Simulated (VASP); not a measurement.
# La2ScAs3 (R-3m) in VASP: a series of runs

La2ScAs3 is run at these levels: PBEsol; tasks: single point, relaxation of cell and atoms.

All numbers are computed with VASP 6.6.1; they aren't measurements. Logs are shortened: lines on timing, memory, paths and dates and some standing lists are left out, and cuts for length are marked.

### Step 1. The cell of the first run

Symmetry: R-3m, No. 166, trigonal system. The conventional cell has a = 6.932 Å, b = 6.932 Å, c = 10.988 Å, α = 90.00°, β = 90.00°, γ = 120.00°. La (site symmetry 3m) has 9 As at 2.84 to 3.84 Å and 4 La at 3.29 to 4.02 Å and 4 Sc at 3.85 to 4.01 Å within 4.1 Å. Within 3.6 Å of Sc (site symmetry -3m) lie 6 As at 2.71 Å. As (site symmetry 2/m) has 2 Sc at 2.71 Å and 2 La at 2.84 Å and 4 As at 3.47 Å within 3.6 Å.

### Step 2. Single point, PBEsol

INCAR reads:

```
SYSTEM = La2ScAs3
PREC = Accurate
ENCUT = 520
EDIFF = 1E-6
ISMEAR = -1
SIGMA = 0.03
LREAL = .False.
LASPH = .True.
NELM = 80
ALGO = Normal
ISIF = 2
LWAVE = .False.
LCHARG = .False.
GGA = PS
NBANDS = 33
```

KPOINTS reads:

```
regular mesh
0
Gamma
  4 4 4
  0 0 0
```

POSCAR reads:

```
La2ScAs3
1.0
    3.4658101623      2.0009864315      3.6627577886
   -3.4658101623      2.0009864315      3.6627577886
    0.0000000000     -4.0019728591      3.6627577907
La Sc As
2 1 3
Direct
    0.6495687985      0.6495687985      0.6495687985
    0.3504312015      0.3504312015      0.3504312015
    0.0000000000      0.0000000000      0.0000000000
    0.0000000000      0.5000000000      0.0000000000
    0.5000000000      0.0000000000      0.0000000000
    0.0000000000      0.0000000000      0.5000000000
```

Potentials or basis: VASP PAW PBE potentials, release 64 (La, Sc_sv, As).

Started as:

```bash
$ cat potpaw_PBE.64/La/POTCAR potpaw_PBE.64/Sc_sv/POTCAR potpaw_PBE.64/As/POTCAR > POTCAR
$ mpirun -np 1 vasp_std > vasp.out
```

OUTCAR:

```text
SYSTEM = La2ScAs3
   PREC = Accurate
   ENCUT = 520
   EDIFF = 1E-6
   ISMEAR = -1
   LREAL = .False.
   LASPH = .True.
   NELM = 80
   ISIF = 2
   GGA = PS

 ion  position               nearest neighbor table
   1  0.650  0.650  0.650-   4 2.84   5 2.84   6 2.84   2 3.29
   2  0.350  0.350  0.350-   4 2.84   5 2.84   6 2.84   1 3.29
   3  0.000  0.000  0.000-   4 2.71   5 2.71   4 2.71   5 2.71   6 2.71   6 2.71
   4  0.000  0.500  0.000-   3 2.71   3 2.71   1 2.84   2 2.84
   5  0.500  0.000  0.000-   3 2.71   3 2.71   1 2.84   2 2.84
   6  0.000  0.000  0.500-   3 2.71   3 2.71   1 2.84   2 2.84

  LATTYP: Found a trigonal (rhomboedric) cell.
 ALAT       =     5.4250881466
 COS(alpha) =     0.1837448407

  Lattice vectors:

 A1 = (   3.4658101623,   2.0009864315,   3.6627577886)
 A2 = (  -3.4658101623,   2.0009864315,   3.6627577886)
 A3 = (   0.0000000000,  -4.0019728591,   3.6627577907)

Analysis of symmetry for initial positions (statically):
=====================================================================
 Subroutine PRICEL returns:
 Original cell was already a primitive cell.

 Routine SETGRP: Setting up the symmetry group for a
 trigonal (rhombohedral) supercell.

 Subroutine GETGRP returns: Found 12 space group operations
 (whereof 12 operations were pure point group operations)
 out of a pool of 12 trial point group operations.

The static configuration has the point symmetry D_3d.

Analysis of symmetry for dynamics (positions and initial velocities):
=====================================================================
 Subroutine PRICEL returns:
 Original cell was already a primitive cell.

 Routine SETGRP: Setting up the symmetry group for a
 trigonal (rhombohedral) supercell.

 Subroutine GETGRP returns: Found 12 space group operations
 (whereof 12 operations were pure point group operations)
 out of a pool of 12 trial point group operations.

The dynamic configuration has the point symmetry D_3d.

 Subroutine INISYM returns: Found 12 space group operations
 (whereof 12 operations are pure point group operations),
 and found     1 'primitive' translations

----------------------------------------------------------------------------------------

                                     Primitive cell

[... 84 lines left out ...]
   ENCUT  =  520.0 eV  38.22 Ry    6.18 a.u.  10.09 10.09 10.09*2*pi/ulx,y,z
   NELM   =     80;   NELMIN=  2; NELMDL= -5     # of ELM steps
   EDIFF  = 0.1E-05   stopping-criterion for ELM
   LREAL  =      F    real-space projection
   EDIFFG = 0.1E-04   stopping-criterion for IOM
   NSW    =      0    number of steps for IOM
   IBRION =     -1    ionic relax: 0-MD 1-quasi-New 2-CG
   NFREE  =      0    steps in history (QN), initial steepest desc. (CG)
   ISIF   =      2    stress and relaxation
   ISYM   =      2    0-nonsym 1-usesym 2-fastsym
   POTIM  = 0.5000    time-step for ionic-motion
   TEBEG  =    0.0;   TEEND  =   0.0 temperature during run
   PSTRESS=    0.0 pullay stress
   NELECT =      48.0000    total number of electrons
   NUPDOWN=      -1.0000    fix difference up-down
   EMIN   =  10.00;   EMAX   =-10.00  energy-range for DOS
   EFERMI =   0.00;   METHOD = LEGACY
   ISMEAR =    -1;   SIGMA  =   0.03  broadening in eV -4-tet -1-fermi 0-gaus
   EFERMI_NEDOS =   21; number of points for ismear=-14 and -15
   IALGO  =     38    algorithm
   IMIX   =      4    mixing-type and parameters
     AMIX     =   0.40;   BMIX     =  1.00
     AMIX_MAG =   1.60;   BMIX_MAG =  1.00
  volume/ion in A,a.u.               =      25.40       171.42
  Fermi-wavevector in a.u.,A,eV,Ry     =   1.113831  2.104835 16.879639  1.240618
  Thomas-Fermi vector in A             =   2.250419
   LORBIT       =      0    0 simple, 1 ext, 2 COOP (PROOUT), +10 PAW based schemes
   GGA     = PS    functional components
   LHFCALC =     F    Hartree Fock is set to
   AEXX    =    0.0000 exact exchange contribution
   IVDW    =     0    specifies the selected vdW correction
   LEPSILON=     F    determine dielectric tensor
   LRPA    =     F    only Hartree local field effects (RPA)
 non-spin polarized calculation
  energy-cutoff  :      520.00
  volume of cell :      152.41
 maximum number of plane-waves:      4122
   NGX = 21   NGY = 21   NGZ = 21

 number of electron      47.9999997 magnetization

 Free energy of the ion-electron system (eV)
  ---------------------------------------------------
  ext. energy  EPLUGINS =         0.00000000
  ---------------------------------------------------
  free energy    TOTEN  =       -38.43367647 eV

  energy without entropy =      -38.42535082  energy(sigma->0) =      -38.42951364

 E-fermi :   6.7414     XC(G=0): -10.1061

 val. band max:        6.6923560178   @ k =   0.5000  -0.0000   0.0000
 cond. band min:       6.7934722309   @ k =   0.2500  -0.0000   0.0000
 fundamental gap:      0.1011162131
 Fermi energy:         6.7414220410

 k-point     1 :       0.0000    0.0000    0.0000
  band No.  band energies     occupation
      1     -42.5900      2.00000
      2     -26.3085      2.00000
      3     -26.1205      2.00000
      4     -21.3799      2.00000
      5     -21.3799      2.00000
      6     -21.2931      2.00000
[... 457 lines left out ...]
     32       8.3343      0.00000
     33       8.3621      0.00000

------------------------ aborting loop because EDIFF is reached ----------------------------------------

  FORCE on cell =-STRESS in cart. coord.  units (eV):
  Direction    XX          YY          ZZ          XY          YZ          ZX
  --------------------------------------------------------------------------------------
  -------------------------------------------------------------------------------------
  Total        0.0811045      0.0811045      0.1865930      0.0000000      0.0000000     -0.0000000
  in kB        0.8526033      0.8526033      1.9615416      0.0000000      0.0000000     -0.0000000
  external PRESSURE =       1.2222494 kB  Pullay stress =       0.0000000 kB

 VOLUME and BASIS-vectors are now :
 -----------------------------------------------------------------------------
  energy-cutoff  :      520.00
  volume of cell :      152.41
      direct lattice vectors                 reciprocal lattice vectors
     3.465810162  2.000986431  3.662757789     0.144266413  0.083292252  0.091006109
    -3.465810162  2.000986431  3.662757789    -0.144266413  0.083292252  0.091006109
     0.000000000 -4.001972859  3.662757791     0.000000000 -0.166584505  0.091006109

 POSITION                                       TOTAL-FORCE (eV/Angst)
 -----------------------------------------------------------------------------------
      0.00000      0.00000      7.13764        -0.000000     -0.000000     -0.009149
      0.00000      0.00000      3.85063        -0.000000      0.000000      0.009149
      0.00000      0.00000      0.00000        -0.000000      0.000000      0.000000
     -1.73291      1.00049      1.83138        -0.000000      0.000000     -0.000000
      1.73291      1.00049      1.83138         0.000000      0.000000     -0.000000
      0.00000     -2.00099      1.83138         0.000000      0.000000      0.000000
 -----------------------------------------------------------------------------------
    total drift:                                0.000000     -0.000000     -0.000000

  FREE ENERGIE OF THE ION-ELECTRON SYSTEM (eV)
  ---------------------------------------------------
  free  energy   TOTEN  =       -38.4336764696 eV

  energy  without entropy=      -38.4253508192  energy(sigma->0) =      -38.42951364
```

stdout:

```text
POSCAR found type information on POSCAR LaScAs
 POSCAR found :  3 types and       6 ions
 scaLAPACK will be used
 -----------------------------------------------------------------------------
|                                                                             |
|                                                                             |
|     You enforced a specific xc type in the INCAR file but a different       |
|     I HOPE YOU KNOW WHAT YOU ARE DOING!                                     |
|                                                                             |
 -----------------------------------------------------------------------------

 LDA part: xc-table for (Slater+PW92), standard interpolation
 POSCAR, INCAR and KPOINTS ok, starting setup
 FFT: planning ... GRIDC
 FFT: planning ... GRID_SOFT
 FFT: planning ... GRID
 WAVECAR not read
 entering main loop
```

It took 1.9 min on 1 thread of AMD EPYC 7R43 (Zen 3), shared host; peak memory 0.25 GiB.

Results:

```
Free energy            : -38.4337 eV
Pressure               : 0.1 GPa
Largest force          : 0.009 eV/Å
Band gap on the k mesh : zero (bands 24 and 25 overlap by 0.51 eV)
```

Forces on the atoms (eV/Å):
```
La   0.000  0.000 -0.009
La   0.000  0.000  0.009
Sc   0.000  0.000  0.000
As   0.000  0.000  0.000
As   0.000  0.000  0.000
As   0.000  0.000  0.000
```

Stress tensor (GPa, compression positive):
```
0.09 0.00 0.00
0.00 0.09 0.00
0.00 0.00 0.20
```

Caveat: the PAW data sets were made with another functional, which shifts forces and pressure a little; spin-orbit coupling is left out, which moves the levels of the heavy elements.

### Step 3. Relaxation of cell and atoms, PBEsol

This run uses another cell than the first one, of 24.45 Å³/atom.

INCAR reads:

```
PREC     = Accurate       # precision mode
ENCUT    = 600            # plane-wave cutoff, eV
EDIFF    = 1E-7           # SCF threshold, eV
ISMEAR   = -1             # smearing method
SIGMA    = 0.03           # smearing width, eV
LREAL    = False          # projectors in reciprocal space
LASPH    = True           # aspherical terms in the spheres
NELM     = 80             # most SCF steps
ALGO     = Normal         # electronic algorithm
ISIF     = 3              # what is computed and relaxed
LWAVE    = False          # write WAVECAR
LCHARG   = False          # write CHGCAR
GGA      = PS             # functional
IBRION   = 2              # ionic algorithm
NSW      = 100            # ionic steps
EDIFFG   = -0.01          # ionic threshold
```

KPOINTS reads:

```
regular mesh
0
Gamma
  4 4 4
```

POSCAR reads:

```
La2ScAs3
1.0
    2.9784129100      1.7195875000      4.7736023500
   -2.9784129100      1.7195875000      4.7736023500
    0.0000000000     -3.4391749900      4.7736023500
La Sc As
2 1 3
Direct
    0.6247839200      0.6247839200      0.6247839200
    0.3752160800      0.3752160800      0.3752160800
    0.0000000000      0.0000000000      0.0000000000
    0.0000000000      0.5000000000      0.0000000000
    0.5000000000      0.0000000000      0.0000000000
    0.0000000000      0.0000000000      0.5000000000
```

Potentials or basis: VASP PAW PBE potentials, release 64 (La, Sc_sv, As).

Started as:

```bash
$ cat potpaw_PBE.64/La/POTCAR potpaw_PBE.64/Sc_sv/POTCAR potpaw_PBE.64/As/POTCAR > POTCAR
$ mpirun -np 1 vasp_std > vasp.out
```

Run time: 58 min. Hardware: 1 thread of AMD EPYC 7R43 (Zen 3), shared host; peak memory 0.39 GiB.

It converged, with:

| Quantity | Value |
| --- | --- |
| Free energy | -38.4319 eV |
| Relaxed volume | 25.43 Å³/atom |
| Relaxed cell | a = 5.428 Å, b = 5.428 Å, c = 5.428 Å, α = 79.37°, β = 79.37°, γ = 79.37° |
| Space group after relaxing (to 0.1 Å) | R-3m (No. 166) |
| Energy gained by relaxing | 246.7 meV/atom |
| Ionic steps | 34 |
| Pressure after relaxing | 0.0 GPa |
| Largest force after relaxing | 0.004 eV/Å |
| Band gap on the k mesh | zero (bands 24 and 25 overlap by 0.51 eV) |

Forces on the atoms (eV/Å):
```
La   0.000  0.000  0.004
La   0.000  0.000 -0.004
Sc   0.000  0.000  0.000
As   0.000  0.000  0.000
As   0.000  0.000  0.000
As   0.000  0.000  0.000
```

The path:
```
step  energy change (eV)  largest force (eV/Å)  pressure (GPa)  volume (Å³)
   1              0.0000                0.6744           -6.10       146.69
   2             -0.6344                0.7511            3.27       127.61
   3             -0.6344                0.7576            3.14       127.79
   4             -0.9761                0.2316            3.65       128.63
   5             -0.6980                0.8031           13.61       128.03
   6             -1.0759                0.4537            7.31       128.84
   7             -1.1222                0.0578            4.75       128.89
   8             -1.1323                0.2818            5.77       128.92
   9             -1.2760                0.4113           -2.11       144.11
  10             -1.2984                0.1921           -0.21       139.52
  11             -1.2984                0.2024           -0.32       139.74
  12             -1.3054                0.1876           -0.18       140.20
  13             -1.3286                0.1258            0.36       141.53
  14             -1.4056                0.0202            1.73       144.03
  15             -1.2956                1.1619            4.94       148.32
  16             -1.4333                0.1725            2.36       145.36
  17             -1.4333                0.2814            2.67       145.78
  18             -1.4343                0.2907            2.65       145.93
  19             -1.4368                0.3199            2.63       146.35
  20             -1.4396                0.3793            2.61       147.21
  21             -1.4427                0.3619            2.51       147.39
  22             -1.4514                0.3113            2.18       147.95
  23             -1.4651                0.2117            1.55       149.05
  24             -1.4790                0.0208            0.36       151.29
  25             -1.4797                0.0321            0.03       151.94
  26             -1.4797                0.0399           -0.02       152.03
  27             -1.4798                0.0391           -0.02       152.05
  28             -1.4799                0.0370           -0.02       152.11
  29             -1.4801                0.0333           -0.05       152.24
  30             -1.4803                0.0263           -0.04       152.48
  31             -1.4802                0.0163           -0.06       152.97
  32             -1.4803                0.0221           -0.04       152.67
  33             -1.4804                0.0018            0.03       152.55
  34             -1.4804                0.0042            0.02       152.56
```

Final structure:
```xyz
6
Lattice="3.4660 2.0011 3.6661 -3.4660 2.0011 3.6661 0.0000 -4.0022 3.6661" Properties=species:S:1:pos:R:3 pbc="T T T"
La    0.0000    0.0000    7.1436
La    0.0000    0.0000    3.8548
Sc    0.0000    0.0000    0.0000
As   -1.7330    1.0005    1.8331
As    1.7330    1.0005    1.8331
As    0.0000   -2.0011    1.8331
```

Levels at points of the mesh, in eV from the Fermi level:
```
           k point  band 22  band 23  band 24  band 25  band 26  band 27
(0.00, 0.00, 0.00)    -0.66    -0.15     0.39     0.39     0.67     0.67
(0.50, 0.00, 0.00)    -1.81    -1.52    -0.24    -0.05     0.29     0.76
(0.50, 0.50, 0.00)    -2.08    -2.04    -0.23     0.58     1.01     1.01
(0.50, 0.50, 0.50)    -1.19    -1.19     0.25     1.14     1.14     1.15
```

Caveat: the PAW data sets were made with another functional, which shifts forces and pressure a little; spin-orbit coupling is left out, which moves the levels of the heavy elements.
